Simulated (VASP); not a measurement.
# Br (I4/mmm) in VASP: a series of runs

Br is run at these levels: PBE+D3(BJ); tasks: single point.

Everything below comes from runs of VASP 6.6.1. Logs are shortened: lines on timing, memory, paths and dates and some standing lists are left out, and cuts for length are marked.

## Step 1: The cell of the first run

Symmetry: I4/mmm, No. 139, tetragonal system. The conventional cell has a = 2.796 Å, b = 2.796 Å, c = 6.083 Å, α = 90.00°, β = 90.00°, γ = 90.00°. Br (site symmetry 4/mmm) has 12 Br at 2.80 to 3.63 Å within 3.7 Å.

## Step 2: Single point, PBE+D3(BJ)

Contents of INCAR:

```
PREC = Accurate
ENCUT = 520
EDIFF = 1E-7
ISMEAR = 0
SIGMA = 0.15
LREAL = False
LASPH = True
NELM = 100
ALGO = Normal
ISIF = 2
LWAVE = False
LCHARG = False
GGA = PE
IVDW = 12
NBANDS = 10
```

Contents of KPOINTS:

```
regular mesh
0
Gamma
  22 22 22
```

Contents of POSCAR:

```
Br
1.0
   -1.3979500000      1.3979500000      3.0415500000
    1.3979500000     -1.3979500000      3.0415500000
    1.3979500000      1.3979500000     -3.0415500000
Br
1
Direct
    0.0000000000      0.0000000000      0.0000000000
```

Potentials or basis: VASP PAW PBE potentials, release 64 (Br).

The run is started by

```
$ cat potpaw_PBE.64/Br/POTCAR > POTCAR
$ mpirun -np 1 vasp_std > vasp.out
```

OUTCAR:

```text
PREC = Accurate
   ENCUT = 520
   EDIFF = 1E-7
   ISMEAR = 0
   LREAL = False
   LASPH = True
   NELM = 100
   ISIF = 2
   GGA = PE
   IVDW = 12
 IVDW          = 12

 ion  position               nearest neighbor table
   1  0.000  0.000  0.000-

  LATTYP: Found a body centered tetragonal cell.
 ALAT       =     2.7959000000
 C/A-ratio  =     2.1757215923

  Lattice vectors:

 A1 = (  -1.3979500000,   1.3979500000,   3.0415500000)
 A2 = (   1.3979500000,  -1.3979500000,   3.0415500000)
 A3 = (   1.3979500000,   1.3979500000,  -3.0415500000)

Analysis of symmetry for initial positions (statically):
=====================================================================
 Subroutine PRICEL returns:
 Original cell was already a primitive cell.

 Routine SETGRP: Setting up the symmetry group for a
 body centered tetragonal supercell.

 Subroutine GETGRP returns: Found 16 space group operations
 (whereof 16 operations were pure point group operations)
 out of a pool of 16 trial point group operations.

The static configuration has the point symmetry D_4h.

Analysis of symmetry for dynamics (positions and initial velocities):
=====================================================================
 Subroutine PRICEL returns:
 Original cell was already a primitive cell.

 Routine SETGRP: Setting up the symmetry group for a
 body centered tetragonal supercell.

 Subroutine GETGRP returns: Found 16 space group operations
 (whereof 16 operations were pure point group operations)
 out of a pool of 16 trial point group operations.

The dynamic configuration has the point symmetry D_4h.

 Subroutine INISYM returns: Found 16 space group operations
 (whereof 16 operations are pure point group operations),
 and found     1 'primitive' translations

----------------------------------------------------------------------------------------

                                     Primitive cell

  volume of cell :      23.7760

  direct lattice vectors                    reciprocal lattice vectors
    -1.397950000  1.397950000  3.041550000     0.000000000  0.357666583  0.164389867
     1.397950000 -1.397950000  3.041550000     0.357666583  0.000000000  0.164389867
     1.397950000  1.397950000 -3.041550000     0.357666583  0.357666583  0.000000000

  length of vectors
     3.627610068  3.627610068  3.627610068     0.393636143  0.393636143  0.505816933

  position of ions in fractional coordinates (direct lattice)
     0.000000000  0.000000000  0.000000000

  ion indices of the primitive-cell ions
   primitive index   ion index
                 1           1

----------------------------------------------------------------------------------------

 KPOINTS: regular mesh

Automatic generation of k-mesh.
 Grid dimensions read from file:
 generate k-points for:   22   22   22

 Generating k-lattice:

  Cartesian coordinates                     Fractional coordinates (reciprocal lattice)
     0.000000000  0.016257572  0.007472267     0.045454545  0.000000000  0.000000000
     0.016257572  0.000000000  0.007472267     0.000000000  0.045454545  0.000000000
     0.016257572  0.016257572  0.000000000     0.000000000  0.000000000  0.045454545

  Length of vectors
     0.017892552  0.017892552  0.022991679

  Shift w.r.t. Gamma in fractional coordinates (k-lattice)
     0.000000000  0.000000000  0.000000000

 Subroutine IBZKPT returns following result:
 ===========================================

 Found    834 irreducible k-points:

 Following reciprocal coordinates:
            Coordinates               Weight
  0.000000  0.000000  0.000000      1.000000
  0.045455  0.000000 -0.000000      8.000000
  0.090909  0.000000 -0.000000      8.000000
  0.136364  0.000000  0.000000      8.000000
  0.181818  0.000000  0.000000      8.000000
  0.227273  0.000000 -0.000000      8.000000
[... 16 lines left out ...]
  0.500000  0.045455  0.000000     16.000000
 -0.454545  0.045455  0.000000     16.000000
 [... further k-points ...]
   k-points           NKPTS =    834   k-points in BZ     NKDIM =    834   number of bands    NBANDS=     10
   number of dos      NEDOS =    301   number of ions     NIONS =      1
   total plane-waves  NPLWV =  21952
   dimension x,y,z NGX =    28 NGY =   28 NGZ =   28
   dimension x,y,z NGXF=    56 NGYF=   56 NGZF=   56
   ions per type =               1
   NGX,Y,Z   is equivalent  to a cutoff of  12.83, 12.83, 12.83 a.u.
   NGXF,Y,Z  is equivalent  to a cutoff of  25.66, 25.66, 25.66 a.u.
 SYSTEM =  unknown system
   PREC   = accura    normal or accurate (medium, high low for compatibility)
   ISTART =      0    job   : 0-new  1-cont  2-samecut
   ICHARG =      2    charge: 1-file 2-atom 10-const
   ISPIN  =      1    spin polarized calculation?
   LNONCOLLINEAR =      F non collinear calculations
   LSORBIT =      F    spin-orbit coupling
   LASPH  =      T    aspherical Exc in radial PAW
   ENCUT  =  520.0 eV  38.22 Ry    6.18 a.u.   6.74  6.74  6.74*2*pi/ulx,y,z
   NELM   =    100;   NELMIN=  2; NELMDL= -5     # of ELM steps
   EDIFF  = 0.1E-06   stopping-criterion for ELM
   LREAL  =      F    real-space projection
   EDIFFG = 0.1E-05   stopping-criterion for IOM
   NSW    =      0    number of steps for IOM
   IBRION =     -1    ionic relax: 0-MD 1-quasi-New 2-CG
   NFREE  =      0    steps in history (QN), initial steepest desc. (CG)
   ISIF   =      2    stress and relaxation
   ISYM   =      2    0-nonsym 1-usesym 2-fastsym
   POTIM  = 0.5000    time-step for ionic-motion
   TEBEG  =    0.0;   TEEND  =   0.0 temperature during run
   PSTRESS=    0.0 pullay stress
   NELECT =       7.0000    total number of electrons
   NUPDOWN=      -1.0000    fix difference up-down
   EMIN   =  10.00;   EMAX   =-10.00  energy-range for DOS
   EFERMI =   0.00;   METHOD = LEGACY
   ISMEAR =     0;   SIGMA  =   0.15  broadening in eV -4-tet -1-fermi 0-gaus
   EFERMI_NEDOS =   21; number of points for ismear=-14 and -15
   IALGO  =     38    algorithm
   IMIX   =      4    mixing-type and parameters
     AMIX     =   0.40;   BMIX     =  1.00
     AMIX_MAG =   1.60;   BMIX_MAG =  1.00
  volume/ion in A,a.u.               =      23.78       160.45
  Fermi-wavevector in a.u.,A,eV,Ry     =   1.089084  2.058071 16.137928  1.186104
  Thomas-Fermi vector in A             =   2.225280
   LORBIT       =      0    0 simple, 1 ext, 2 COOP (PROOUT), +10 PAW based schemes
   GGA     = PE    functional components
   LHFCALC =     F    Hartree Fock is set to
   AEXX    =    0.0000 exact exchange contribution
   IVDW    =    12    specifies the selected vdW correction
   LEPSILON=     F    determine dielectric tensor
   LRPA    =     F    only Hartree local field effects (RPA)
 non-spin polarized calculation
 Gauss-broadening in eV      SIGMA  =   0.15
  energy-cutoff  :      520.00
  volume of cell :       23.78
 maximum number of plane-waves:       656
   NGX = 13   NGY = 13   NGZ = 13

 number of electron       7.0000000 magnetization

 Free energy of the ion-electron system (eV)
  ---------------------------------------------------
  ext. energy  EPLUGINS =         0.00000000
  ---------------------------------------------------
  free energy    TOTEN  =        -1.31454550 eV

  energy without entropy =       -1.31040968  energy(sigma->0) =       -1.31247759

 E-fermi :   3.2692     XC(G=0):  -9.6860

 val. band max:        3.2540099064   @ k =  -0.3636  -0.4091   0.2727
 cond. band min:       3.2713303027   @ k =  -0.3636   0.4091   0.2273
 fundamental gap:      0.0173203962
 Fermi energy:         3.2691632671

 k-point     1 :       0.0000    0.0000    0.0000
  band No.  band energies     occupation
      1     -13.6812      2.00000
      2       1.8804      2.00000
      3       4.4688      0.00000
      4       4.4688      0.00000
      5       9.9405      0.00000
      6      13.3277      0.00000
      7      14.3814      0.00000
      8      18.5497      0.00000
      9      18.5497      0.00000
     10      20.1207      0.00000

 k-point     2 :       0.0455    0.0000   -0.0000
  band No.  band energies     occupation
      1     -13.6500      2.00000
      2       1.8571      2.00000
      3       4.2177      0.00000
      4       4.4831      0.00000
      5      10.0513      0.00000
      6      13.4772      0.00000
      7      14.5228      0.00000
      8      17.7989      0.00000
      9      18.6000      0.00000
     10      20.5424      0.00000

 k-point     3 :       0.0909    0.0000   -0.0000
  band No.  band energies     occupation
      1     -13.5574      2.00000
      2       1.7870      2.00000
      3       3.5633      0.00555
      4       4.5250      0.00000
      5      10.3389      0.00000
      6      13.7410      0.00000
      7      15.0462      0.00000
      8      16.6656      0.00000
      9      18.7489      0.00000
     10      20.9357      0.00000

 k-point     4 :       0.1364    0.0000    0.0000
  band No.  band energies     occupation
      1     -13.4061      2.00000
      2       1.6561      2.00000
      3       2.7074      2.00000
      4       4.5924      0.00000
      5      10.7180      0.00000
      6      13.9286      0.00000
      7      15.3765      0.00000
      8      16.2911      0.00000
      9      18.9905      0.00000
     10      21.3231      0.00000

 k-point     5 :       0.1818    0.0000    0.0000
  band No.  band energies     occupation
      1     -13.2011      2.00000
      2       1.3006      2.00000
      3       1.9643      2.00000
      4       4.6817      0.00000
      5      11.0718      0.00000
      6      14.0512      0.00000
      7      14.7224      0.00000
      8      17.4764      0.00000
      9      19.3083      0.00000
     10      21.7928      0.00000

 k-point     6 :       0.2273    0.0000   -0.0000
  band No.  band energies     occupation
      1     -12.9503      2.00000
      2       0.4679      2.00000
      3       1.6851      2.00000
      4       4.7874      0.00000
      5      11.1964      0.00000
      6      14.0875      0.00000
      7      14.5509      0.00000
      8      18.8480      0.00000
      9      19.6491      0.00000
     10      21.6298      0.00000
[... 183 lines left out ...]
 k-point    21 :       0.4091    0.0455   -0.0000
  band No.  band energies     occupation
      1     -11.7726      2.00000
      2      -2.6930      2.00000
      3       1.3019      2.00000
      4       4.9780      0.00000
      5       9.8348      0.00000
      6      15.3094      0.00000
      7      17.2685      0.00000
      8      18.3252      0.00000
      9      21.3813      0.00000
     10      22.1942      0.00000

 k-point    22 :       0.4545    0.0455   -0.0000
  band No.  band energies     occupation
      1     -11.6103      2.00000
      2      -3.0534      2.00000
      3       1.3208      2.00000
      4       5.0420      0.00000
      5       9.6143      0.00000
      6      15.5140      0.00000
      7      17.1921      0.00000
      8      18.8204      0.00000
      9      21.3142      0.00000
     10      21.8972      0.00000

 k-point    23 :       0.5000    0.0455    0.0000
  band No.  band energies     occupation
      1     -11.5608      2.00000
      2      -3.1650      2.00000
      3       1.3582      2.00000
      4       5.0691      0.00000
      5       9.5340      0.00000
      6      15.6251      0.00000
      7      17.0717      0.00000
      8      18.8016      0.00000
      9      21.2560      0.00000
     10      21.8455      0.00000

 k-point    24 :      -0.4545    0.0455    0.0000
  band No.  band energies     occupation
      1     -11.6349      2.00000
      2      -3.0158      2.00000
      3       1.4095      2.00000
      4       5.0562      0.00000
      5       9.6011      0.00000
      6      15.5989      0.00000
      7      16.9852      0.00000
      8      18.2186      0.00000
      9      21.1762      0.00000
     10      22.2245      0.00000

 [... further k-points ...]

------------------------ aborting loop because EDIFF is reached ----------------------------------------

 Edisp (eV)   -0.31145

 E8    (eV) :    -0.1240

  FORCE on cell =-STRESS in cart. coord.  units (eV):
  Direction    XX          YY          ZZ          XY          YZ          ZX
  --------------------------------------------------------------------------------------
  -------------------------------------------------------------------------------------
  Total       0.53210     0.53210     0.97945     0.00000     0.00000     0.00000
  in kB      35.85654    35.85654    66.00188     0.00000     0.00000     0.00000
  external pressure =       45.90 kB  Pullay stress =        0.00 kB

 VOLUME and BASIS-vectors are now :
 -----------------------------------------------------------------------------
  energy-cutoff  :      520.00
  volume of cell :       23.78
      direct lattice vectors                 reciprocal lattice vectors
    -1.397950000  1.397950000  3.041550000     0.000000000  0.357666583  0.164389867
     1.397950000 -1.397950000  3.041550000     0.357666583  0.000000000  0.164389867
     1.397950000  1.397950000 -3.041550000     0.357666583  0.357666583  0.000000000

 POSITION                                       TOTAL-FORCE (eV/Angst)
 -----------------------------------------------------------------------------------
      0.00000      0.00000      0.00000        -0.000000      0.000000      0.000000
 -----------------------------------------------------------------------------------
    total drift:                                0.000000      0.000000      0.000000

  FREE ENERGIE OF THE ION-ELECTRON SYSTEM (eV)
  ---------------------------------------------------
  free  energy   TOTEN  =        -1.6259915393 eV

  energy  without entropy=       -1.6218557187  energy(sigma->0) =       -1.62392363
```

It took 2.6 min on 1 thread of Intel Xeon Platinum 8259CL at 2.50GHz (Skylake/Cascade Lake), shared host; peak memory 0.31 GiB.

Results:

```yaml
Free_energy: -1.6260 eV
Pressure: 4.6 GPa
Band_gap_on_the_k_mesh: zero (an odd number of electrons rules out a gap without spin polarisation)
Dispersion_energy_per_atom: -0.311 eV
```

Levels at points of the mesh, in eV from the Fermi level:
| k point | band 2 | band 3 | band 4 | band 5 | band 6 | band 7 |
| --- | --- | --- | --- | --- | --- | --- |
| (0.00, 0.00, 0.00) | -1.39 | 1.20 | 1.20 | 6.67 | 10.06 | 11.11 |
| (0.50, 0.00, 0.00) | -6.46 | -1.92 | 2.02 | 6.19 | 12.08 | 14.96 |
| (0.50, 0.50, 0.00) | -5.12 | -4.29 | -0.82 | 4.99 | 7.43 | 14.62 |
| (0.50, 0.50, 0.50) | -5.64 | 0.66 | 0.66 | 8.77 | 8.87 | 15.40 |

Caveat: the cell stands under pressure; an odd number of electrons without spin polarisation forces a metal; a magnetic or distorted state may lie lower.

## Step 3: Single point, PBE+D3(BJ)

This run uses another cell than the first one, of 24.27 Å³/atom.

Contents of INCAR:

```
SYSTEM = Br
PREC = Accurate ; ENCUT = 520
EDIFF = 1E-6 ; ISMEAR = 0
SIGMA = 0.15 ; LREAL = .FALSE.
LASPH = .TRUE. ; NELM = 80
ALGO = Normal ; ISIF = 2
LWAVE = .FALSE. ; LCHARG = .TRUE.
GGA = PE ; IVDW = 12
LELF = .TRUE. ; LVHAR = .TRUE.
NBANDS = 10
```

Contents of KPOINTS:

```
regular mesh
0
G
  22 22 22
  0 0 0
```

Contents of POSCAR:

```
Br
1.0
   -1.3742500000      1.3742500000      3.2121000000
    1.3742500000     -1.3742500000      3.2121000000
    1.3742500000      1.3742500000     -3.2121000000
Br
1
Direct
    0.0000000000      0.0000000000      0.0000000000
```

Potentials or basis: VASP PAW PBE potentials, release 64 (Br).

The run is started by

```
$ cat potpaw_PBE.64/Br/POTCAR > POTCAR
$ mpirun -np 1 vasp_std > vasp.out
```

It took 2.7 min on 1 thread of Intel Xeon Platinum 8259CL at 2.50GHz (Skylake/Cascade Lake), shared host; peak memory 0.32 GiB.

It converged, with:

```yaml
Free_energy: -1.6387 eV
Pressure: 6.0 GPa
Band_gap_on_the_k_mesh: zero (an odd number of electrons rules out a gap without spin polarisation)
Dispersion_energy_per_atom: -0.304 eV
```

Stress tensor (GPa, compression positive):
```
7.30 0.00 0.00
0.00 7.30 0.00
0.00 0.00 3.40
```

Levels at points of the mesh, in eV from the Fermi level:
```csv
k point,band 1,band 2,band 3,band 4,band 5,band 6,band 7,band 8,band 9
"(0.00, 0.00, 0.00)",-17.26,-2.21,1.17,1.17,5.77,9.73,10.85,15.73,15.73
"(0.50, 0.00, 0.00)",-15.09,-6.85,-2.26,2.19,5.81,12.22,14.25,15.17,16.83
"(0.50, 0.50, 0.00)",-13.19,-5.34,-4.76,-0.87,4.72,7.52,13.45,14.48,15.52
"(0.50, 0.50, 0.50)",-16.71,-5.75,0.80,0.80,8.82,9.24,14.07,20.27,20.27
```

Caveat: the cell stands under pressure; an odd number of electrons without spin polarisation forces a metal; a magnetic or distorted state may lie lower.

(Part 1 of 2 ends here.)
